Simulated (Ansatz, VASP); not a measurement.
## V in VASP and in Ansatz

```
V
1.0
     0.00000    2.56357    2.56357
     2.56357    0.00000    2.56357
     2.56357    2.56357    0.00000
V
2
Direct
  0.87500 0.87500 0.87500
  0.12500 0.12500 0.12500
```

Change from the starting cell: shortest bond scaled by 1, crystal datasets.

Alike in both runs: task electric field gradients; functional PBEsol; k mesh 10 × 10 × 10; occupations fermi-dirac, width 0.05 eV; no spin polarisation.

|  | VASP | Ansatz |
| --- | --- | --- |
| version | VASP 6.6.1 | Ansatz 0.2.0 |
| potentials or method | VASP PAW PBE potentials, release 64 (V_sv), cutoff 520 eV | all-electron PAW with datasets made for the crystal, scalar-relativistic |

|  | VASP | Ansatz | Ansatz less VASP |
| --- | --- | --- | --- |
| pressure (GPa) | 3.7 | 2.8 | -0.82 |

VASP's potentials were made for PBE, not for PBEsol. Ansatz ran all-electron here, and VASP with PAW potentials.
